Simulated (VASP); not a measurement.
Input of a VASP 6.6.1 run:

The input INCAR:

```
PREC = Accurate
ENCUT = 520
EDIFF = 1E-7
ISMEAR = 0
SIGMA = 0.15
LREAL = F
LASPH = T
NELM = 80
ALGO = Normal
ISIF = 2
LWAVE = F
LCHARG = F
GGA = CA
NBANDS = 16
```

KPOINTS

```
Automatic mesh
0
Gamma
  16 16 16
```

POSCAR

```
GaSb
1.0
   -2.5647500000      2.5647500000      1.6617500000
    2.5647500000     -2.5647500000      1.6617500000
    2.5647500000      2.5647500000     -1.6617500000
Ga Sb
1 1
Direct
    0.2500000000      0.7500000000      0.5000000000
    0.0000000000      0.0000000000      0.0000000000
```

Potentials or basis: VASP PAW LDA potentials, release 64 (Ga_d, Sb).

The run is started by

```console
$ cat potpaw_LDA.64/Ga_d/POTCAR potpaw_LDA.64/Sb/POTCAR > POTCAR
$ mpirun -np 1 vasp_std > vasp.out
```

Problem. Estimate the band gap on the k mesh.

Solution. Zero (bands 9 and 10 overlap by 5.47 eV).

Problem. What does it give for the pressure?

Solution. 3.1 GPa.

Stress tensor (GPa, compression positive):
```
 5.13  0.00  0.00
 0.00  5.13  0.00
 0.00  0.00 -1.05
```

Caveat: the stress differs along the axes, from -1 to 5 GPa; spin-orbit coupling is left out, which moves the levels of the heavy elements.
